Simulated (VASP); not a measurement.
Here is a VASP 6.6.1 calculation.

The input INCAR:

```
PREC = Accurate ; ENCUT = 520
EDIFF = 1E-7 ; ISMEAR = 0
SIGMA = 0.1 ; LREAL = F
LASPH = T ; NELM = 80
ALGO = Normal ; ISIF = 2
LWAVE = F ; LCHARG = F
LDIPOL = T ; IDIPOL = 3
DIPOL = 0.5 0.5 0.321 ; GGA = PE
NBANDS = 80
```

Contents of KPOINTS:

```
Automatic mesh
0
Gamma
  6 6 1
```

POSCAR

```
Cu12C
1.0
    5.1332392722      0.0000000000      0.0000000000
   -2.5666196361      4.4455156134      0.0000000000
    0.0000000000      0.0000000000     19.6236279128
Cu C
12 1
Direct
    0.3333333333      0.1666666667      0.2038359073
    0.3333333333      0.6666666667      0.2038359073
    0.8333333333      0.1666666667      0.2038359073
    0.8333333333      0.6666666667      0.2038359073
    0.1666666667      0.3333333333      0.3089002473
    0.1666666667      0.8333333333      0.3089002473
    0.6666666667      0.3333333333      0.3089002473
    0.6666666667      0.8333333333      0.3089002473
    0.0000000000      0.0000000000      0.4139717665
    0.0000000000      0.5000000000      0.4139717665
    0.5000000000      0.0000000000      0.4139717665
    0.5000000000      0.5000000000      0.4139717665
    0.1666666667      0.3333333333      0.4699547630
```

Potentials or basis: VASP PAW PBE potentials, release 64 (Cu, C).

Run with:

```console
$ cat potpaw_PBE.64/Cu/POTCAR potpaw_PBE.64/C/POTCAR > POTCAR
$ mpirun -np 1 vasp_std > vasp.out
```

What does it give for the band gap on the k mesh?

Zero (bands 68 and 69 overlap by 0.23 eV).

Estimate the largest force.

0.732 eV/Å.

Forces in eV/Å, atoms in the order of the input:
```
Cu   0.033 -0.019 -0.116
Cu   0.000  0.038 -0.116
Cu  -0.033 -0.019 -0.116
Cu   0.000  0.000 -0.144
Cu   0.000  0.000 -0.320
Cu  -0.059 -0.034  0.003
Cu   0.000  0.068  0.003
Cu   0.059 -0.034  0.003
Cu   0.000 -0.713  0.166
Cu  -0.617  0.356  0.166
Cu   0.000  0.000  0.166
Cu   0.617  0.356  0.166
C    0.000  0.000  0.138
```
